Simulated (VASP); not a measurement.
# I (Im-3m) in VASP: density of states with PBE

Aim: the density of states of I with PBE.

Program: VASP 6.6.1. These are calculated values, not measurements. Logs are shortened: lines on timing, memory, paths and dates and some standing lists are left out, and cuts for length are marked.

## 1. The cell of the first run

Symmetry: Im-3m, No. 229, cubic system. The conventional cell has a = 3.609 Å, b = 3.609 Å, c = 3.609 Å, α = 90.00°, β = 90.00°, γ = 90.00°. I (site symmetry m-3m) has 14 I at 3.13 to 3.61 Å within 4.1 Å.

## 2. Density of states, PBE (volume scaled by 0.65)

Contents of POSCAR:

```
I
1.0
   -1.8043375014      1.8043375014      1.8043375014
    1.8043375014     -1.8043375014      1.8043375014
    1.8043375014      1.8043375014     -1.8043375014
I
1
Direct
    0.0000000000      0.0000000000      0.0000000000
```

Contents of INCAR.step1:

```
  PREC = Accurate
  ENCUT = 520
  EDIFF = 1E-6
  ISMEAR = -1
  SIGMA = 0.1
  LREAL = F
  LASPH = T
  NELM = 100
  ALGO = Normal
  ISIF = 2
  LWAVE = F
  LCHARG = T
  GGA = PE
  NBANDS = 10
```

Contents of KPOINTS.step1:

```
regular mesh
0
Gamma
  13 13 13
```

Contents of INCAR.step2:

```
  PREC = Accurate
  ENCUT = 520
  EDIFF = 1E-6
  ISMEAR = -5
  SIGMA = 0.1
  LREAL = F
  LASPH = T
  NELM = 100
  ALGO = Normal
  ISIF = 2
  LWAVE = F
  LCHARG = F
  GGA = PE
  LORBIT = 10
  NEDOS = 2001
  ICHARG = 11
```

Contents of KPOINTS.step2:

```
regular mesh
0
Gamma
  20 20 20
```

Potentials or basis: VASP PAW PBE potentials, release 64 (I).

The run is started by

```sh
> cat potpaw_PBE.64/I/POTCAR > POTCAR
> cp INCAR.step1 INCAR
> cp KPOINTS.step1 KPOINTS
> mpirun -np 1 vasp_std > vasp.out
> cp INCAR.step2 INCAR
> cp KPOINTS.step2 KPOINTS
> mpirun -np 1 vasp_std > vasp.out
```

OUTCAR:

```text
PREC = Accurate
   ENCUT = 520
   EDIFF = 1E-6
   ISMEAR = -5
   LREAL = F
   LASPH = T
   NELM = 100
   ISIF = 2
   GGA = PE
   LORBIT = 10
   ICHARG = 11

 ion  position               nearest neighbor table
   1  0.000  0.000  0.000-

  LATTYP: Found a body centered cubic cell.
 ALAT       =     3.6086750028

  Lattice vectors:

 A1 = (  -1.8043375014,   1.8043375014,   1.8043375014)
 A2 = (   1.8043375014,  -1.8043375014,   1.8043375014)
 A3 = (   1.8043375014,   1.8043375014,  -1.8043375014)

Analysis of symmetry for initial positions (statically):
=====================================================================
 Subroutine PRICEL returns:
 Original cell was already a primitive cell.

 Routine SETGRP: Setting up the symmetry group for a
 body centered cubic supercell.

 Subroutine GETGRP returns: Found 48 space group operations
[... 9 lines left out ...]

 Routine SETGRP: Setting up the symmetry group for a
 body centered cubic supercell.

 Subroutine GETGRP returns: Found 48 space group operations
[... 11 lines left out ...]
                                     Primitive cell

  volume of cell :      23.4970

  direct lattice vectors                    reciprocal lattice vectors
    -1.804337501  1.804337501  1.804337501     0.000000000  0.277110019  0.277110019
     1.804337501 -1.804337501  1.804337501     0.277110019  0.000000000  0.277110019
     1.804337501  1.804337501 -1.804337501     0.277110019  0.277110019  0.000000000

  length of vectors
     3.125204226  3.125204226  3.125204226     0.391892748  0.391892748  0.391892748

  position of ions in fractional coordinates (direct lattice)
     0.000000000  0.000000000  0.000000000

  ion indices of the primitive-cell ions
   primitive index   ion index
                 1           1

----------------------------------------------------------------------------------------

 KPOINTS: regular mesh

Automatic generation of k-mesh.
 Grid dimensions read from file:
 generate k-points for:   20   20   20

 Generating k-lattice:

  Cartesian coordinates                     Fractional coordinates (reciprocal lattice)
     0.000000000  0.013855501  0.013855501     0.050000000  0.000000000  0.000000000
     0.013855501  0.000000000  0.013855501     0.000000000  0.050000000  0.000000000
     0.013855501  0.013855501  0.000000000     0.000000000  0.000000000  0.050000000

  Length of vectors
     0.019594637  0.019594637  0.019594637

  Shift w.r.t. Gamma in fractional coordinates (k-lattice)
[... 51 lines left out ...]
   LASPH  =      T    aspherical Exc in radial PAW
   ENCUT  =  520.0 eV  38.22 Ry    6.18 a.u.   5.81  5.81  5.81*2*pi/ulx,y,z
   NELM   =    100;   NELMIN=  2; NELMDL=  0     # of ELM steps
   EDIFF  = 0.1E-05   stopping-criterion for ELM
   LREAL  =      F    real-space projection
   EDIFFG = 0.1E-04   stopping-criterion for IOM
   NSW    =      0    number of steps for IOM
   IBRION =     -1    ionic relax: 0-MD 1-quasi-New 2-CG
   NFREE  =      0    steps in history (QN), initial steepest desc. (CG)
   ISIF   =      2    stress and relaxation
   ISYM   =      2    0-nonsym 1-usesym 2-fastsym
   POTIM  = 0.5000    time-step for ionic-motion
   TEBEG  =    0.0;   TEEND  =   0.0 temperature during run
   PSTRESS=    0.0 pullay stress
   NELECT =       7.0000    total number of electrons
   NUPDOWN=      -1.0000    fix difference up-down
   EMIN   =  10.00;   EMAX   =-10.00  energy-range for DOS
   EFERMI =   0.00;   METHOD = LEGACY
   ISMEAR =    -5;   SIGMA  =   0.10  broadening in eV -4-tet -1-fermi 0-gaus
   EFERMI_NEDOS =   21; number of points for ismear=-14 and -15
   IALGO  =     38    algorithm
   IMIX   =      4    mixing-type and parameters
     AMIX     =   0.40;   BMIX     =  1.00
     AMIX_MAG =   1.60;   BMIX_MAG =  1.00
  volume/ion in A,a.u.               =      23.50       158.57
  Fermi-wavevector in a.u.,A,eV,Ry     =   1.093377  2.066182 16.265387  1.195472
  Thomas-Fermi vector in A             =   2.229661
   LORBIT       =     10    0 simple, 1 ext, 2 COOP (PROOUT), +10 PAW based schemes
   GGA     = PE    functional components
   LHFCALC =     F    Hartree Fock is set to
   AEXX    =    0.0000 exact exchange contribution
   IVDW    =     0    specifies the selected vdW correction
   LEPSILON=     F    determine dielectric tensor
   LRPA    =     F    only Hartree local field effects (RPA)
 non-spin polarized calculation
 Fermi weights with tetrahedron method with Bloechl corrections
  energy-cutoff  :      520.00
  volume of cell :       23.50
 maximum number of plane-waves:       682

 number of electron       6.9999999 magnetization

 Free energy of the ion-electron system (eV)
  ---------------------------------------------------
  ext. energy  EPLUGINS =         0.00000000
  ---------------------------------------------------
  free energy    TOTEN  =        -0.30379264 eV

  energy without entropy =       -0.30379264  energy(sigma->0) =       -0.30379264

 E-fermi :  10.8172     XC(G=0): -10.9998

 val. band max:       10.8634822499   @ k =   0.1000   0.1000   0.1000
 cond. band min:      10.7595226599   @ k =  -0.1500   0.1500   0.1500
 fundamental gap:     -0.1039595900
 Fermi energy:        10.8171658827

 k-point     1 :       0.0000    0.0000    0.0000
  band No.  band energies     occupation
      1      -6.2434      2.00000
      2      12.7661      0.00000
      3      12.7661      0.00000
      4      12.7661      0.00000
      5      20.5397      0.00000
      6      20.5397      0.00000
      7      20.5397      0.00000
[... 221 lines left out ...]
 k-point    24 :       0.2500    0.1000    0.0000
  band No.  band energies     occupation
      1      -4.3310      2.00000
      2       6.0123      2.00000
      3       9.6129      2.00010
      4      11.5031     -0.02659
      5      17.2775      0.00000
      6      18.3621      0.00000
      7      21.2617      0.00000

 [... further k-points ...]
[... 5 lines left out ...]
  --------------------------------------------------------------------------------------
  -------------------------------------------------------------------------------------
  Total        4.3882508      4.3882508      4.3882508     -0.0000000      0.0000000      0.0000000
  in kB      299.2186828    299.2186828    299.2186828     -0.0000000      0.0000000      0.0000000
  external PRESSURE =     299.2186828 kB  Pullay stress =       0.0000000 kB

 VOLUME and BASIS-vectors are now :
 -----------------------------------------------------------------------------
  energy-cutoff  :      520.00
  volume of cell :       23.50
      direct lattice vectors                 reciprocal lattice vectors
    -1.804337501  1.804337501  1.804337501     0.000000000  0.277110019  0.277110019
     1.804337501 -1.804337501  1.804337501     0.277110019  0.000000000  0.277110019
     1.804337501  1.804337501 -1.804337501     0.277110019  0.277110019  0.000000000

 POSITION                                       TOTAL-FORCE (eV/Angst)
 -----------------------------------------------------------------------------------
      0.00000      0.00000      0.00000        -0.000000     -0.000000      0.000000
 -----------------------------------------------------------------------------------
    total drift:                                0.000000      0.000000      0.000000

  FREE ENERGIE OF THE ION-ELECTRON SYSTEM (eV)
  ---------------------------------------------------
  free  energy   TOTEN  =        -0.3037926434 eV

  energy  without entropy=       -0.3037926434  energy(sigma->0) =       -0.30379264

 total charge

# of ion       s       p       d       tot
------------------------------------------
    1        1.568   2.641   0.089   4.298
```

OUTCAR.step1:

```text
PREC = Accurate
   ENCUT = 520
   EDIFF = 1E-6
   ISMEAR = -1
   LREAL = F
[... 527 lines left out ...]

 POSITION                                       TOTAL-FORCE (eV/Angst)
 -----------------------------------------------------------------------------------
      0.00000      0.00000      0.00000         0.000000      0.000000      0.000000
 -----------------------------------------------------------------------------------
    total drift:                                0.000000     -0.000000     -0.000000

  FREE ENERGIE OF THE ION-ELECTRON SYSTEM (eV)
  ---------------------------------------------------
  free  energy   TOTEN  =        -0.3244701321 eV

  energy  without entropy=       -0.2962778609  energy(sigma->0) =       -0.31037400
```

Wall time 20 s (1 thread of AMD EPYC 9R45 (Zen 5), shared host); peak memory 0.14 GiB.

What came out:

```
Valence electrons inside the program's atomic spheres : I 4.30
```

Caveat: spin-orbit coupling is left out, which moves the levels of the heavy elements; an odd number of electrons without spin polarisation forces a metal; a magnetic or distorted state may lie lower; tetrahedron occupations give inexact forces and stress in metals.
